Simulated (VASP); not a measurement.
KF (Carobbiite):

```
CELL_PARAMETERS angstrom
0.00000 2.67185 2.67185
2.67185 0.00000 2.67185
2.67185 2.67185 0.00000
ATOMIC_POSITIONS crystal
K 0.03004 0.01369 0.98284
F 0.52085 0.49791 0.52123
```

- Program: VASP 6.6.1
- Task: relaxation of cell and atoms
- Functional: PBE
- Potentials or basis: VASP PAW PBE potentials, release 64 (K_sv, F)
- Cutoff: 600 eV
- k mesh: 7 × 7 × 7
- Occupations: fermi-dirac, width 0.02 eV
- Spin: no spin polarisation

At the start: pressure 1.6 GPa; volume 19.07 Å³/atom.

Question: Where does the relaxation end?

Answer: Over 11 steps the energy falls by 9.4 meV/atom and the volume is 19.91 Å³/atom (+4.4 %); space group Fm-3m (No. 225, to 0.05 Å).

Step by step:
```
step  energy change (eV)  largest force (eV/Å)  pressure (GPa)  volume (Å³)
   1              0.0000                0.1972            1.61        38.15
   2             -0.0105                0.1450            0.60        39.22
   3             -0.0139                0.0967           -0.38        40.48
   4             -0.0140                0.1014           -0.28        40.34
   5             -0.0155                0.0854           -0.23        40.22
   6             -0.0183                0.0342           -0.04        39.87
   7             -0.0153                0.0831            0.55        39.17
   8             -0.0186                0.0077            0.11        39.70
   9             -0.0186                0.0063            0.10        39.68
  10             -0.0186                0.0038            0.11        39.67
  11             -0.0187                0.0022            0.04        39.82
```

Final structure:
```xyz
2
Lattice="-0.0002 2.7126 2.7119 2.7112 0.0001 2.7116 2.7083 2.7094 0.0031" Properties=species:S:1:pos:R:3 pbc="T T T"
K     0.0217    0.0749    0.0842
F     2.7304    2.7853    2.7985
```
